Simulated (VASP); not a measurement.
A run of VASP 6.6.1:

INCAR

```
SYSTEM = Cd3Pd
PREC = Accurate
ENCUT = 600
EDIFF = 1E-6
ISMEAR = 0
SIGMA = 0.1
LREAL = .False.
LASPH = .True.
NELM = 60
ALGO = Normal
ISIF = 8
LWAVE = .False.
LCHARG = .False.
IBRION = 2
NSW = 80
EDIFFG = -0.02
```

Contents of KPOINTS:

```
Automatic mesh
0
Gamma
  5 5 5
  0 0 0
```

POSCAR

```
Cd3Pd
1.0
    4.2084790000      0.0000000000      0.0000000000
    0.0000000000      4.2084790000      0.0000000000
    0.0000000000      0.0000000000      4.2084790000
Cd Pd
3 1
Direct
    0.0000000000      0.5000000000      0.5000000000
    0.5000000000      0.0000000000      0.5000000000
    0.5000000000      0.5000000000      0.0000000000
    0.0000000000      0.0000000000      0.0000000000
```

Potentials or basis: VASP PAW LDA potentials, release 64 (Cd, Pd).

The run is started by

```bash
$ cat potpaw_LDA.64/Cd/POTCAR potpaw_LDA.64/Pd/POTCAR > POTCAR
$ mpirun -np 1 vasp_std > vasp.out
```

Hardware: 1 thread of Intel Xeon 8259CL (shared host).

How long does it take, and how much memory?

Wall time 76 s on 1 thread of Intel Xeon 8259CL, on a shared host, peak memory 0.19 GiB. Counts: scf iterations 30, k points 10, ion steps 3.
